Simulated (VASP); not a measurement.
In:

```xyz
3
Lattice="1.6696 0.9640 8.2075 -1.6696 0.9640 8.2075 0.0000 -1.9279 8.2075" Properties=species:S:1:pos:R:3 pbc="T T T"
In    0.0000    0.0000    0.0000
In    0.0000    0.0000   19.1565
In    0.0000    0.0000    5.4659
```

Program: VASP 6.6.1. Alike in all runs: task single point; potentials or basis VASP PAW PBE potentials, release 64 (In_d); no spin polarisation; cell as given; cutoff (eV) 520; smearing gaussian 0.1 eV.

Task: Order these runs on this cell by their pressure, lowest first.
A. level PBE+U; U In d U = 3.5 eV, J = 0.74 eV; k mesh 3 × 3 × 3; LDAUTYPE 1; hund's J 0.74
B. level PBE+D3(BJ); k mesh 6 × 6 × 6
C. level RPBE; k mesh 6 × 6 × 6

Result: B (-0.7 GPa), A (1.5 GPa), C (3.1 GPa).

Caveats: all runs use coarse meshes; the PAW data sets were made with another functional, which shifts forces and pressure a little (at least some runs); U without spin polarisation on a metal has little footing (at least some runs); the U is typed as a test and isn't derived for this compound (at least some runs); three body term missing (at least some runs).
